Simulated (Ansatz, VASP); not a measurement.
# SiC, level by level in two programs

```
CELL_PARAMETERS angstrom
3.15570 0.00000 0.00000
-1.57785 2.73292 0.00000
0.00000 0.00000 15.46753
ATOMIC_POSITIONS crystal
Si 0.66667 0.33333 0.45830
Si 0.33333 0.66667 0.95830
Si 0.66667 0.33333 0.79170
Si 0.33333 0.66667 0.29170
Si 0.00000 0.00000 0.62500
Si 0.00000 0.00000 0.12500
C 0.66667 0.33333 0.33330
C 0.33333 0.66667 0.83330
C 0.66667 0.33333 0.66670
C 0.33333 0.66667 0.16670
C 0.00000 0.00000 0.50000
C 0.00000 0.00000 0.00000
```

Single points on this cell with VASP 6.6.1 and Ansatz 0.2.0. Each row is one pair of runs. Alike in all rows: spin: off; k mesh: 10 × 10 × 2; smearing: fermi-dirac, width 0.05 eV; VASP's potentials, cutoff: VASP PAW PBE potentials, release 64 (Si, C), 520 eV.

```tsv
level	Ansatz's potentials, cutoff	gap on the k mesh at the Fermi level (eV), VASP	gap on the k mesh at the Fermi level (eV), Ansatz	least direct gap on the mesh (eV), VASP	least direct gap on the mesh (eV), Ansatz	pressure (GPa), VASP	pressure (GPa), Ansatz
PBEsol+D4	Ansatz PAW, 420 eV	1.92	1.93	3.00	3.01	-15.8	-16.1
BLYP+D4	Ansatz PAW, 420 eV	2.33	2.33	3.40	3.39	-13.3	-13.8
PBE	Ansatz NC, 1116 eV	2.04	2.03	3.11	3.11	-10.9	-10.7
PBEsol	Ansatz PAW, 420 eV	1.92	1.93	3.00	3.01	-13.7	-14.0
BLYP	Ansatz PAW, 420 eV	2.33	?	3.40	?	-6.0	?
PBE	JTH PAW, 780 eV	2.04	2.04	3.11	3.13	-10.9	-11.3
```

Q: Fill in what Ansatz gave in row 5.

A: gap on the k mesh at the Fermi level (eV): 2.33; least direct gap on the mesh (eV): 3.39; pressure (GPa): -6.5.
